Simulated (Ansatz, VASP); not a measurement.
YHf: VASP beside Ansatz

INCAR

```
PREC = Accurate
ENCUT = 600
EDIFF = 1E-7
ISMEAR = 0
SIGMA = 0.1
LREAL = F
LASPH = T
NELM = 60
ALGO = Normal
ISIF = 3
LWAVE = F
LCHARG = F
GGA = PE
IBRION = 2
NSW = 90
EDIFFG = -0.04
```

The input KPOINTS:

```
regular mesh
0
Gamma
  4 4 4
```

Contents of POSCAR:

```
YHf
1.0
    0.0000000000      3.4995509200      3.4995509200
    3.4995509200      0.0000000000      3.4995509200
    3.4995509200      3.4995509200      0.0000000000
Y Hf
2 2
Direct
    0.0000000000      0.0000000000      0.0000000000
    0.2500000000      0.2500000000      0.2500000000
    0.5000000000      0.5000000000      0.5000000000
    0.7500000000      0.7500000000      0.7500000000
```

Input for Ansatz:

```yaml
crystal:
  lattice:
    - [0.0, 3.49955092, 3.49955092]
    - [3.49955092, 0.0, 3.49955092]
    - [3.49955092, 3.49955092, 0.0]
  atoms:
    - { symbol: "Y", position: [0.0, 0.0, 0.0] }
    - { symbol: "Y", position: [0.25, 0.25, 0.25] }
    - { symbol: Hf, position: [0.5, 0.5, 0.5] }
    - { symbol: Hf, position: [0.75, 0.75, 0.75] }
basis:
  ecutwfc: 420
kpoints:
  mp_grid: { grid: [4, 4, 4] }
hamiltonian:
  xc: pbe
scf:
  occupations: { method: gaussian, width: 0.1 }
  lower_state_search: "off"
output:
  forces: true
  stress: true
  eigenvalues: true
relax:
  adjacent_minimum: "off"
  f_tol: 0.04
  max_steps: 70
  cell: { stress_tol: 0.4 }
```

Change from the starting cell: species swapped into the NaTl type (Fd-3m, No. 227).

Alike in both runs: task relaxation of cell and atoms; functional PBE; k mesh 4 × 4 × 4; occupations gaussian, width 0.1 eV; no spin polarisation.

|  | VASP | Ansatz |
| --- | --- | --- |
| version | VASP 6.6.1 | Ansatz 0.2.0 |
| potentials or method | VASP PAW PBE potentials, release 64 (Y_sv, Hf_pv), cutoff 600 eV | scalar-relativistic, plane waves, PAW |
| valence electrons in the cell | 42 | 74 |

```tsv
	VASP	Ansatz	Ansatz less VASP
gap on the k mesh at the Fermi level, each at its own relaxed structure (eV)	none	none	-
relaxed volume (Å³/atom)	26.26	26.26	-0.003
relaxed cell length with the largest relative difference (Å)	5.296	5.296	-0.0002
```

A gap of «none» marks a metal or a gap that the smearing closes. VASP's potentials hold 42 valence electrons a cell and Ansatz's 74, so a difference there can come from the potentials and not from the codes.

The k mesh is coarse, so the values compare programs but aren't converged. Spin-orbit coupling is off throughout. Noted on VASP's run: the volume moved by over 15 % at a fixed basis, so the end points are rough.
